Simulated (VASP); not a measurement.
A run of VASP 6.6.1:

The input INCAR:

```
ALGO = Normal
EDIFF = 1E-7
ENCUT = 520
GGA = CA
ISIF = 2
ISMEAR = 0
LASPH = True
LCHARG = False
LREAL = False
LWAVE = False
NBANDS = 16
NELM = 100
PREC = Accurate
SIGMA = 0.01
```

File KPOINTS:

```
k-points
0
Gamma
  10 10 10
```

The input POSCAR:

```
ZnSe
1.0
    0.0000000000      2.6182247793      2.6182247793
    2.6182247793      0.0000000000      2.6182247793
    2.6182247793      2.6182247793      0.0000000000
Zn Se
1 1
Direct
    0.0000000000      0.0000000000      0.0000000000
    0.7500000000      0.7500000000      0.7500000000
```

Potentials or basis: VASP PAW LDA potentials, release 64 (Zn, Se).

Command:

```bash
$ cat potpaw_LDA.64/Zn/POTCAR potpaw_LDA.64/Se/POTCAR > POTCAR
$ mpirun -np 1 vasp_std > vasp.out
```

Hardware: 1 thread of Intel(R) Xeon(R) Platinum 8488C (Sapphire Rapids), on a shared host.

**Question.** How long does it take, and how much memory?

**Answer.** It took 17 s on 1 thread of Intel(R) Xeon(R) Platinum 8488C (Sapphire Rapids), with other jobs on the host, peak memory 0.15 GiB. Counts: scf iterations 12, k points 47.
